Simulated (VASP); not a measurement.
Hf:

```
Hf
1.0
     0.00000    2.22000    2.22000
     2.22000    0.00000    2.22000
     2.22000    2.22000    0.00000
Hf
1
Direct
  0.00000 0.00000 0.00000
```

```yaml
Program: VASP 6.6.1
Task: relaxation of cell and atoms
Functional: PBEsol
Potentials_or_basis: VASP PAW PBE potentials, release 64 (Hf_pv)
Cutoff: 600 eV
k_mesh: 17 × 17 × 17
Occupations: fermi-dirac, width 0.05 eV
Spin: no spin polarisation
```

At the start: pressure -1.9 GPa; volume 21.88 Å³/atom.

Question: Where does the relaxation end?

Answer: Over 3 steps the energy falls by 2.3 meV/atom and the volume is 21.50 Å³/atom (-1.8 %); space group Fm-3m (No. 225, to 0.05 Å).

The path:
| step | energy change (eV) | largest force (eV/Å) | pressure (GPa) | volume (Å³) |
| --- | --- | --- | --- | --- |
| 1 | 0.0000 | 0.0000 | -1.86 | 21.88 |
| 2 | 0.0004 | 0.0000 | 2.15 | 21.09 |
| 3 | -0.0023 | 0.0000 | 0.00 | 21.50 |

Final structure:
```
Hf
1.0
     0.00000    2.20689    2.20689
     2.20689    0.00000    2.20689
     2.20689    2.20689    0.00000
Hf
1
Direct
  0.00000 0.00000 0.00000
```

Caveat: the PAW data sets were made with another functional, which shifts forces and pressure a little.
